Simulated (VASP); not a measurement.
Set up this calculation in VASP 6.6.1, as the native input.

| Item | Value |
| --- | --- |
| Task | single point |
| Functional | PBEsol |
| Potentials or basis | VASP PAW PBE potentials, release 64 (Sn_d) |
| Cutoff | 520 eV |
| k mesh | 14 × 14 × 14 |
| Occupations | fermi-dirac, width 0.1 eV |
| Spin | no spin polarisation |
| Dipole correction | no |
| Further INCAR settings | ALGO = Normal; EDIFF = 1e-07; NBANDS = 21 |

The structure of Sn lies in POSCAR:

```
Sn
1.0
    0.0000000000      3.2719672718      3.2719672718
    3.2719672718      0.0000000000      3.2719672718
    3.2719672718      3.2719672718      0.0000000000
Sn
2
Direct
    0.5000000000      0.5000000000      0.5000000000
    0.7500000000      0.7500000000      0.7500000000
```

This isn't the form of Sn at room conditions, which is tetragonal (white tin).

These files were run (other wordings do the same):

INCAR

```
SYSTEM = Sn
ALGO     = Normal         ! electronic algorithm
EDIFF    = 1E-7           ! SCF threshold, eV
ENCUT    = 520            ! plane-wave cutoff, eV
GGA      = PS             ! functional
ISIF     = 2              ! what is computed and relaxed
ISMEAR   = -1             ! smearing method
LASPH    = .TRUE.         ! aspherical terms in the spheres
LCHARG   = .FALSE.        ! write CHGCAR
LREAL    = .FALSE.        ! projectors in reciprocal space
LWAVE    = .FALSE.        ! write WAVECAR
NBANDS   = 21             ! bands
NELM     = 60             ! most SCF steps
PREC     = Accurate       ! precision mode
SIGMA    = 0.1            ! smearing width, eV
```

KPOINTS

```
k-points
0
G
  14 14 14
  0 0 0
```

Potentials or basis: VASP PAW PBE potentials, release 64 (Sn_d).

Launch:

```bash
$ cat potpaw_PBE.64/Sn_d/POTCAR > POTCAR
$ mpirun -np 1 vasp_std > vasp.out
```

It gave:

* Pressure: -0.1 GPa
* Band gap on the k mesh: zero (bands 14 and 15 overlap by 0.20 eV)

Caveat: the PAW data sets were made with another functional, which shifts forces and pressure a little; spin-orbit coupling is left out, which moves the levels of the heavy elements.

Wall time 44 s on 1 thread of Intel(R) Xeon(R) 6975P-C (Granite Rapids), on a shared host, peak memory 0.27 GiB.
